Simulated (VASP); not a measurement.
Crystal: Dy2BiP3.

```
Dy Bi P
1.0
     4.59594    0.00000    0.00000
    -2.29797    3.98020    0.00000
     0.00000    0.00000   10.01201
Dy Bi P
2 1 3
Direct
  0.33333 0.66667 0.25167
  0.33333 0.66667 0.74833
  0.66667 0.33333 0.00000
  0.66667 0.33333 0.50000
  0.00000 0.00000 0.00000
  0.00000 0.00000 0.50000
```

The cell was generated, and may not be a known phase.

```yaml
Program: VASP 6.6.1
Task: relaxation of cell and atoms
Functional: PBE
Potentials_or_basis: VASP PAW PBE potentials, release 64 (Dy_3, Bi_d, P), 4f in core
Cutoff: 500 eV
k_mesh: 6 × 6 × 2
Occupations: gaussian, width 0.1 eV
Spin: no spin polarisation
```

At the start: pressure -8.7 GPa; volume 30.52 Å³/atom.

Problem. How do energy, volume and symmetry change on relaxing?

Solution. Over 11 steps the energy falls by 599.2 meV/atom and the volume is 22.59 Å³/atom (-26.0 %); space group P-6m2 (No. 187, to 0.1 Å) before and after.

Step by step:
```csv
step,energy change (eV),largest force (eV/Å),pressure (GPa),volume (Å³)
1,0.0000,0.7143,-8.71,183.15
2,-2.4497,1.0305,-0.89,142.08
3,-2.6452,1.0789,3.37,133.14
4,-3.4581,0.8622,1.68,131.37
5,-3.4674,0.8096,1.71,131.02
6,-3.5411,0.5658,-0.92,135.82
7,-3.5444,0.5027,-1.50,137.04
8,-3.5908,0.1380,-0.18,135.32
9,-3.5934,0.0698,0.25,134.84
10,-3.5934,0.0599,0.31,134.76
11,-3.5951,0.0197,-0.05,135.54
```

Final structure:
```xyz
6
Lattice="4.5378 0.0000 0.0000 -2.2689 3.9298 0.0000 0.0000 0.0000 7.6007" Properties=species:S:1:pos:R:3 pbc="T T T"
Dy    0.0000    2.6199    2.1515
Dy    0.0000    2.6199    5.4492
Bi    2.2689    1.3099    0.0000
P     2.2689    1.3099    3.8004
P    -2.2689    3.9298    0.0000
P     0.0000    0.0000    3.8004
```

Caveat: the volume moved by over 15 % at a fixed basis, so the end points are rough.
